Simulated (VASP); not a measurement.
# SrO (Cmcm) in VASP: single point with PBEsol

Aim: the single point of SrO with PBEsol.

Everything below comes from runs of VASP 6.6.1. Logs are shortened: lines on timing, memory, paths and dates and some standing lists are left out, and cuts for length are marked.

### 1 The cell of the first run

The typed cell holds 4 atoms: a = 4.234 Å, b = 4.234 Å, c = 5.110 Å, α = 90.00°, β = 90.00°, γ = 119.92°.

### 2 Single point, PBEsol

Input file INCAR:

```
ALGO = Normal ; EDIFF = 1E-6
ENCUT = 520 ; GGA = PS
ISIF = 2 ; ISMEAR = -1
LASPH = True ; LCHARG = True
LELF = True ; LREAL = False
LVHAR = True ; LWAVE = False
NBANDS = 24 ; NELM = 60
PREC = Accurate ; SIGMA = 0.03
```

Input file KPOINTS:

```
k-points
0
Gamma
  6 6 4
```

Input file POSCAR:

```
SrO
1.0
    2.1192492030     -3.6650879497      0.0000000000
    2.1192492030      3.6650879497      0.0000000000
    0.0000000000      0.0000000000      5.1095852716
Sr O
2 2
Direct
    0.8331990871      0.1668009129      0.9374980580
    0.1668009129      0.8331990871      0.4374980580
    0.1667344269      0.8332655731      0.9375019420
    0.8332655731      0.1667344269      0.4375019420
```

Potentials or basis: VASP PAW PBE potentials, release 64 (Sr_sv, O).

Run with:

```console
cat potpaw_PBE.64/Sr_sv/POTCAR potpaw_PBE.64/O/POTCAR > POTCAR
mpirun -np 1 vasp_std > vasp.out
```

OUTCAR:

```text
EDIFF = 1E-6
   ENCUT = 520
   GGA = PS
   ISIF = 2
   ISMEAR = -1
   LASPH = True
   LREAL = False
   NELM = 60
   PREC = Accurate

 ion  position               nearest neighbor table
   1  0.833  0.167  0.937-   3 2.44   3 2.45   3 2.45   4 2.55   4 2.55   2 3.54   2 3.54   2 3.54
                             2 3.54   2 3.54   2 3.54
   2  0.167  0.833  0.437-   4 2.44   4 2.45   4 2.45   3 2.55   3 2.55   1 3.54   1 3.54   1 3.54
                             1 3.54   1 3.54   1 3.54
   3  0.167  0.833  0.938-   1 2.44   1 2.45   1 2.45   2 2.55   2 2.55
   4  0.833  0.167  0.438-   2 2.44   2 2.45   2 2.45   1 2.55   1 2.55

  LATTYP: Found a base centered orthorhombic cell.
 ALAT       =     4.2384984060
 B/A-ratio  =     1.7294275466
 C/A-ratio  =     1.2055177995

  Lattice vectors:

 A1 = (   2.1192492030,  -3.6650879497,   0.0000000000)
 A2 = (   2.1192492030,   3.6650879497,   0.0000000000)
 A3 = (   0.0000000000,   0.0000000000,   5.1095852716)

Analysis of symmetry for initial positions (statically):
=====================================================================
 Subroutine PRICEL returns:
 Original cell was already a primitive cell.

 Routine SETGRP: Setting up the symmetry group for a
 base centered orthorhombic supercell.

 Subroutine GETGRP returns: Found  8 space group operations
 (whereof  2 operations were pure point group operations)
 out of a pool of  8 trial point group operations.

The static configuration has the point symmetry C_1h.
 The point group associated with its full space group is D_2h.

Analysis of symmetry for dynamics (positions and initial velocities):
=====================================================================
 Subroutine PRICEL returns:
 Original cell was already a primitive cell.

 Routine SETGRP: Setting up the symmetry group for a
 base centered orthorhombic supercell.

 Subroutine GETGRP returns: Found  8 space group operations
 (whereof  2 operations were pure point group operations)
 out of a pool of  8 trial point group operations.

The dynamic configuration has the point symmetry C_1h.
 The point group associated with its full space group is D_2h.

 Subroutine INISYM returns: Found  8 space group operations
 (whereof  2 operations are pure point group operations),
 and found     1 'primitive' translations

----------------------------------------------------------------------------------------

                                     Primitive cell

[... 93 lines left out ...]
   NELM   =     60;   NELMIN=  2; NELMDL= -5     # of ELM steps
   EDIFF  = 0.1E-05   stopping-criterion for ELM
   LREAL  =      F    real-space projection
   EDIFFG = 0.1E-04   stopping-criterion for IOM
   NSW    =      0    number of steps for IOM
   IBRION =     -1    ionic relax: 0-MD 1-quasi-New 2-CG
   NFREE  =      0    steps in history (QN), initial steepest desc. (CG)
   ISIF   =      2    stress and relaxation
   ISYM   =      2    0-nonsym 1-usesym 2-fastsym
   POTIM  = 0.5000    time-step for ionic-motion
   TEBEG  =    0.0;   TEEND  =   0.0 temperature during run
   PSTRESS=    0.0 pullay stress
   NELECT =      32.0000    total number of electrons
   NUPDOWN=      -1.0000    fix difference up-down
   EMIN   =  10.00;   EMAX   =-10.00  energy-range for DOS
   EFERMI =   0.00;   METHOD = LEGACY
   ISMEAR =    -1;   SIGMA  =   0.03  broadening in eV -4-tet -1-fermi 0-gaus
   EFERMI_NEDOS =   21; number of points for ismear=-14 and -15
   IALGO  =     38    algorithm
   IMIX   =      4    mixing-type and parameters
     AMIX     =   0.40;   BMIX     =  1.00
     AMIX_MAG =   1.60;   BMIX_MAG =  1.00
  volume/ion in A,a.u.               =      19.84       133.91
  Fermi-wavevector in a.u.,A,eV,Ry     =   1.209384  2.285404 19.900005  1.462609
  Thomas-Fermi vector in A             =   2.344963
   LORBIT       =      0    0 simple, 1 ext, 2 COOP (PROOUT), +10 PAW based schemes
   GGA     = PS    functional components
   LHFCALC =     F    Hartree Fock is set to
   AEXX    =    0.0000 exact exchange contribution
   IVDW    =     0    specifies the selected vdW correction
   LEPSILON=     F    determine dielectric tensor
   LRPA    =     F    only Hartree local field effects (RPA)
 non-spin polarized calculation
  energy-cutoff  :      520.00
  volume of cell :       79.37
 maximum number of plane-waves:      2160
   NGX = 15   NGY = 15   NGZ = 19

 number of electron      32.0000008 magnetization

 Free energy of the ion-electron system (eV)
  ---------------------------------------------------
  ext. energy  EPLUGINS =         0.00000000
  ---------------------------------------------------
  free energy    TOTEN  =       -24.98061459 eV

  energy without entropy =      -24.98061459  energy(sigma->0) =      -24.98061459

 E-fermi :   1.4166     XC(G=0):  -9.2979

 val. band max:        0.7046665104   @ k =   0.0000   0.0000   0.0000
 cond. band min:       3.2931963108   @ k =   0.0000   0.0000   0.0000
 fundamental gap:      2.5885298004
 Fermi energy:         1.4165640968

 k-point     1 :       0.0000    0.0000    0.0000
  band No.  band energies     occupation
      1     -31.4751      2.00000
      2     -31.2846      2.00000
      3     -14.2756      2.00000
      4     -14.2629      2.00000
      5     -14.1012      2.00000
      6     -13.6549      2.00000
[... 637 lines left out ...]
     23       9.6084      0.00000
     24      10.1704      0.00000

 [... further k-points ...]

------------------------ aborting loop because EDIFF is reached ----------------------------------------

  FORCE on cell =-STRESS in cart. coord.  units (eV):
  Direction    XX          YY          ZZ          XY          YZ          ZX
  --------------------------------------------------------------------------------------
  -------------------------------------------------------------------------------------
  Total        0.2690250      0.2833463      0.2807389      0.0000000      0.0000000      0.0000000
  in kB        5.4302661      5.7193411      5.6667109      0.0000000      0.0000000      0.0000000
  external PRESSURE =       5.6054394 kB  Pullay stress =       0.0000000 kB

 VOLUME and BASIS-vectors are now :
 -----------------------------------------------------------------------------
  energy-cutoff  :      520.00
  volume of cell :       79.37
      direct lattice vectors                 reciprocal lattice vectors
     2.119249203 -3.665087950  0.000000000     0.235932612 -0.136422374  0.000000000
     2.119249203  3.665087950  0.000000000     0.235932612  0.136422374  0.000000000
     0.000000000  0.000000000  5.109585272     0.000000000  0.000000000  0.195710600

 POSITION                                       TOTAL-FORCE (eV/Angst)
 -----------------------------------------------------------------------------------
      2.11925     -2.44241      4.79023         0.000000      0.000163      0.000000
      2.11925      2.44241      2.23543         0.000000     -0.000163      0.000000
      2.11925      2.44290      4.79025         0.000000     -0.000148      0.000000
      2.11925     -2.44290      2.23545         0.000000      0.000148      0.000000
 -----------------------------------------------------------------------------------
    total drift:                                0.000000     -0.000000     -0.047625

  FREE ENERGIE OF THE ION-ELECTRON SYSTEM (eV)
  ---------------------------------------------------
  free  energy   TOTEN  =       -24.9806145869 eV

  energy  without entropy=      -24.9806145869  energy(sigma->0) =      -24.98061459
```

OSZICAR:

```text
N       E                     dE             d eps       ncg     rms          rms(c)
DAV:   1     0.191058005234E+03    0.19106E+03   -0.16233E+04  1872   0.125E+03
DAV:   2    -0.162129804774E+02   -0.20727E+03   -0.19448E+03  2552   0.290E+02
DAV:   3    -0.299079728126E+02   -0.13695E+02   -0.13605E+02  3040   0.663E+01
DAV:   4    -0.302804357894E+02   -0.37246E+00   -0.37223E+00  2600   0.918E+00
DAV:   5    -0.302850340853E+02   -0.45983E-02   -0.45982E-02  2736   0.988E-01    0.259E+01
DAV:   6    -0.253360888159E+02    0.49489E+01   -0.22809E+01  2120   0.254E+01    0.306E+01
DAV:   7    -0.251301471830E+02    0.20594E+00   -0.17842E+00  2520   0.764E+00    0.185E+01
DAV:   8    -0.249837780647E+02    0.14637E+00   -0.58580E-01  2216   0.511E+00    0.257E+00
DAV:   9    -0.249755668990E+02    0.82112E-02   -0.54107E-02  2584   0.146E+00    0.534E-01
DAV:  10    -0.249801613457E+02   -0.45944E-02   -0.56063E-03  2088   0.452E-01    0.265E-01
DAV:  11    -0.249804344443E+02   -0.27310E-03   -0.15833E-03  2608   0.215E-01    0.116E-01
DAV:  12    -0.249806230061E+02   -0.18856E-03   -0.33617E-04  2080   0.100E-01    0.359E-02
DAV:  13    -0.249806165463E+02    0.64598E-05   -0.19054E-05  2568   0.260E-02    0.192E-02
DAV:  14    -0.249806146107E+02    0.19356E-05   -0.10216E-05  2200   0.189E-02    0.560E-03
DAV:  15    -0.249806145869E+02    0.23786E-07   -0.63172E-07  1680   0.437E-03
   1 F= -.24980615E+02 E0= -.24980615E+02  d E =-.930178E-12
```

Wall time 2.9 min (1 thread of AMD EPYC 7R13, shared host); peak memory 0.2 GiB.

What came out:

```
Free energy            : -24.9806 eV
Pressure               : 0.6 GPa
Band gap on the k mesh : 2.59 eV, direct
```

Caveat: the PAW data sets were made with another functional, which shifts forces and pressure a little.
